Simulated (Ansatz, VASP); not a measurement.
# BeS in VASP and in Ansatz

The input INCAR:

```
ALGO = Normal
EDIFF = 1E-6
ENCUT = 600
GGA = RE
GGA_COMPAT = F
ISIF = 2
ISMEAR = 0
LASPH = T
LCHARG = F
LREAL = F
LWAVE = F
NBANDS = 11
NELM = 120
PREC = Accurate
SIGMA = 0.05
```

File KPOINTS:

```
k-points
0
Gamma
  8 8 8
```

File POSCAR:

```
BeS
1.0
    0.0000000000      2.4212287852      2.4212287852
    2.4212287852      0.0000000000      2.4212287852
    2.4212287852      2.4212287852      0.0000000000
Be S
1 1
Direct
    0.0000000000      0.0000000000      0.0000000000
    0.7500000000      0.7500000000      0.7500000000
```

Input for Ansatz:

```yaml
crystal:
  lattice:
    - [0.0, 2.4212287852, 2.4212287852]
    - [2.4212287852, 0.0, 2.4212287852]
    - [2.4212287852, 2.4212287852, 0.0]
  atoms:
    - { symbol: Be, position: [0.0, 0.0, 0.0] }
    - { symbol: S, position: [0.75, 0.75, 0.75] }
basis:
  ecutwfc: 420
  ecutrho_ratio: 4
kpoints:
  mp_grid: { grid: [8, 8, 8] }
hamiltonian:
  xc: revpbe
scf:
  occupations: { method: gaussian, width: 0.05 }
output:
  forces: true
  stress: true
  eigenvalues: true
```

Alike in both runs: task single point; functional revPBE; k mesh 8 × 8 × 8; occupations gaussian, width 0.05 eV; no spin polarisation.

|  | VASP | Ansatz |
| --- | --- | --- |
| version | VASP 6.6.1 | Ansatz 0.2.0 |
| potentials or method | VASP PAW PBE potentials, release 64 (Be, S), cutoff 600 eV | scalar-relativistic, plane waves, PAW |
| valence electrons in the cell | 8 | 8 |

```tsv
	VASP	Ansatz	Ansatz less VASP
gap on the k mesh at the Fermi level (eV)	3.18	3.18	+0.006
least direct gap on the mesh (eV)	5.71	5.70	-0.007
pressure (GPa)	3.9	3.9	+0.01
```

VASP's potentials were made for PBE, not for revPBE.
